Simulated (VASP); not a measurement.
Wanted: the native input for a VASP 6.6.1 run.

| Quantity | Value |
| --- | --- |
| Task | single point |
| Functional | PBE |
| Potentials or basis | VASP PAW PBE potentials, release 64 (K_sv, F) |
| Cutoff | 520 eV |
| k mesh | 8 × 8 × 8 |
| Occupations | gaussian, width 0.05 eV |
| Spin | no spin polarisation |
| Dipole correction | no |
| Further INCAR settings | ALGO = Normal; EDIFF = 1e-06; NBANDS = 15 |

The structure of KF lies in POSCAR:

```
KF
1.0
    0.0582823959      2.7399877289      2.7399877289
    2.7399877289      0.0582823959      2.7399877289
    2.7399877289      2.7399877289      0.0582823959
K F
1 1
Direct
    0.0000000000      0.0000000000      0.0000000000
    0.5000000000      0.5000000000      0.5000000000
```

These files were run (other wordings do the same):

INCAR

```
SYSTEM = KF
ALGO = Normal
EDIFF = 1E-6
ENCUT = 520
GGA = PE
ISIF = 2
ISMEAR = 0
LASPH = .TRUE.
LCHARG = .FALSE.
LREAL = .FALSE.
LWAVE = .FALSE.
NBANDS = 15
NELM = 80
PREC = Accurate
SIGMA = 0.05
```

KPOINTS

```
k-points
0
G
  8 8 8
  0 0 0
```

Potentials or basis: VASP PAW PBE potentials, release 64 (K_sv, F).

Run with:

```sh
$ cat potpaw_PBE.64/K_sv/POTCAR potpaw_PBE.64/F/POTCAR > POTCAR
$ mpirun -np 1 vasp_std > vasp.out
```

It gave:

The pressure is 0.0 GPa. The band gap on the k mesh is 5.93 eV.

Run time: 73 s on 1 thread of Intel Xeon 8259CL, on a shared host, peak memory 0.19 GiB.
